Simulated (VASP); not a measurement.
Here is a VASP 6.6.1 calculation.

File INCAR:

```
PREC     = Accurate       # precision mode
ENCUT    = 600            # plane-wave cutoff, eV
EDIFF    = 1E-7           # SCF threshold, eV
ISMEAR   = -1             # smearing method
SIGMA    = 0.1            # smearing width, eV
LREAL    = False          # projectors in reciprocal space
LASPH    = True           # aspherical terms in the spheres
NELM     = 80             # most SCF steps
ALGO     = Normal         # electronic algorithm
ISIF     = 3              # what is computed and relaxed
LWAVE    = False          # write WAVECAR
LCHARG   = False          # write CHGCAR
IBRION   = 2              # ionic algorithm
NSW      = 80             # ionic steps
EDIFFG   = -0.05          # ionic threshold
PSTRESS  = 300.0
```

Contents of KPOINTS:

```
regular mesh
0
Gamma
  5 5 5
```

The input POSCAR:

```
W
1.0
    5.0830000000      0.0000000000      0.0000000000
    0.0000000000      5.0830000000      0.0000000000
    0.0000000000      0.0000000000      5.0830000000
W
8
Direct
    0.0000000000      0.0000000000      0.0000000000
    0.5000000000      0.5000000000      0.5000000000
    0.0000000000      0.5000000000      0.2500000000
    0.0000000000      0.5000000000      0.7500000000
    0.2500000000      0.0000000000      0.5000000000
    0.7500000000      0.0000000000      0.5000000000
    0.5000000000      0.7500000000      0.0000000000
    0.5000000000      0.2500000000      0.0000000000
```

Potentials or basis: VASP PAW LDA potentials, release 64 (W_sv).

The run is started by

```console
$ cat potpaw_LDA.64/W_sv/POTCAR > POTCAR
$ mpirun -np 1 vasp_std > vasp.out
```

Q: Estimate the space group after relaxing (to 0.05 Å).

A: Pm-3n (No. 223).

Q: Predict the relaxed cell.

A: a = 4.884 Å, b = 4.884 Å, c = 4.884 Å, α = 90.00°, β = 90.00°, γ = 90.00°.

The path:
| step | energy change (eV) | largest force (eV/Å) | pressure (GPa) | volume (Å³) |
| --- | --- | --- | --- | --- |
| 1 | 0.0000 | 0.0000 | -12.64 | 131.33 |
| 2 | 92.5633 | 0.0000 | 842.91 | 64.56 |
| 3 | 0.0425 | 0.0000 | 16.03 | 120.49 |
| 4 | 0.2989 | 0.0000 | 23.22 | 118.39 |
| 5 | 0.6088 | 0.0000 | 30.15 | 116.53 |

Caveat: the cell is relaxed towards a set pressure, so the enthalpy falls and the energy may rise. Zero-point motion and thermal expansion aren't in these numbers.
